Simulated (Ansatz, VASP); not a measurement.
## Sn: VASP beside Ansatz

INCAR

```
  ALGO = Normal
  EDIFF = 1E-6
  ENCUT = 520
  GGA = PS
  ISIF = 2
  ISMEAR = -1
  LASPH = T
  LCHARG = F
  LREAL = F
  LWAVE = F
  NBANDS = 21
  NELM = 80
  PREC = Accurate
  SIGMA = 0.1
```

KPOINTS

```
k-points
0
Gamma
  12 12 7
```

The input POSCAR:

```
Sn
1.0
    3.1766475128      0.0000000000      0.0000000000
   -1.5883237564      2.7510574450      0.0000000000
    0.0000000000      0.0000000000      5.2828769443
Sn
2
Direct
    0.3333333333      0.6666666667      0.2500000000
    0.6666666667      0.3333333333      0.7500000000
```

Input for Ansatz:

```yaml
crystal:
  lattice:
    - [3.1766475128, 0.0, 0.0]
    - [-1.5883237564, 2.751057445, 0.0]
    - [0.0, 0.0, 5.2828769443]
  atoms:
    - { symbol: Sn, position: [0.3333333333, 0.6666666667, 0.25] }
    - { symbol: Sn, position: [0.6666666667, 0.3333333333, 0.75] }
hamiltonian:
  xc: pbesol
  pseudopotentials:
    kind: paw
    azcp:
      Sn: "pseudopotentials/Sn.paw.azcp"
basis:
  ecutwfc: 420
  fft_grid_basis: typed
kpoints:
  mp_grid: { grid: [12, 12, 7], shift: [0, 0, 0] }
magnetization:
  spin_polarized: false
scf:
  occupations: { method: fermi_dirac, width: 0.1 }
  lower_state_search: "off"
output:
  stress: true
  write_density: true
  write_potential: true
  elf: true
  volumetric_format: npy
```

Alike in both runs: task single point; functional PBEsol; k mesh 12 × 12 × 7; occupations fermi-dirac, width 0.1 eV; no spin polarisation.

|  | VASP | Ansatz |
| --- | --- | --- |
| version | VASP 6.6.1 | Ansatz 0.2.0 |
| potentials or method | VASP PAW PBE potentials, release 64 (Sn_d), cutoff 520 eV | plane waves (420 eV) with PAW, scalar-relativistic |
| valence electrons in the cell | 28 | 28 |

```tsv
	VASP	Ansatz	Ansatz less VASP
pressure (GPa)	9.6	9.6	0.00
traceless stress, the component that is largest in VASP (GPa)	-1.96	-1.96	-0.002
```

VASP's potentials were made for PBE, not for PBEsol, and Ansatz warns of the same on its side.
